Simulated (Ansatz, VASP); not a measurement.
**AlN: VASP beside Ansatz**

```
Al N
1.0
     3.11100    0.00000    0.00000
    -1.55550    2.69421    0.00000
     0.00000    0.00000    4.97800
Al N
2 2
Direct
  0.33333 0.66667 0.00000
  0.66667 0.33333 0.50000
  0.29258 0.77802 0.38500
  0.66667 0.33333 0.88500
```

Alike in both runs: task single point; functional PBEsol; k mesh 12 × 12 × 6; occupations gaussian, width 0.05 eV; no spin polarisation.

```csv
,VASP,Ansatz
version,VASP 6.6.1,Ansatz 0.2.0
potentials or method,"VASP PAW PBE potentials, release 64 (Al, N), cutoff 600 eV","scalar-relativistic, plane waves, PAW"
valence electrons in the cell,16,16
```

```csv
,VASP,Ansatz,Ansatz less VASP
gap on the k mesh at the Fermi level (eV),3.36,3.35,-0.013
least direct gap on the mesh (eV),3.36,3.35,-0.013
pressure (GPa),9.9,9.8,-0.07
"traceless stress, the component that is largest in VASP (GPa)",19.04,18.65,-0.386
rms of the force components (eV/Å),2.602,2.563,-0.0396
```

VASP's potentials were made for PBE, not for PBEsol. Atom by atom the forces differ by 0.040 eV/Å (rms over components). With one functional, cell and mesh, what is left measures potentials, basis and numerics.
